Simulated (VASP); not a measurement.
Runs of VASP 6.6.1 on SnO2 (Cassiterite). Symmetry: P4_2/mnm, No. 136, tetragonal system. Conventional cell: a = 4.738 Å, b = 4.738 Å, c = 3.187 Å, α = 90.00°, β = 90.00°, γ = 90.00°. Sn (site symmetry mmm) has 6 O at 2.05 to 2.06 Å within 2.7 Å. O (site symmetry m2m) has 3 Sn at 2.05 to 2.06 Å and 1 O at 2.59 Å within 2.7 Å. 

```csv
k mesh,gap on the mesh (eV),pressure (GPa),largest force (eV/Å)
6 × 6 × 10,1.27,11.8,(b)
4 × 4 × 4,1.27,11.8,0.30
2 × 2 × 2,(a),11.8,0.40
2 × 2 × 4,1.26,11.5,0.27
```

Alike in all rows: task single point; level PBE; potentials or basis VASP PAW PBE potentials, release 64 (Sn_d, O); no spin polarisation; cell as given; cutoff (eV) 520; smearing gaussian 0.01 eV.

Q: Estimate the missing entries.

A: (a) 1.23; (b) 0.29.

Caveats: some runs use coarse meshes; spin-orbit coupling is left out, which moves the levels of the heavy elements.

A k mesh can miss the band edges, and the runs leave out spin-orbit coupling on Sn.
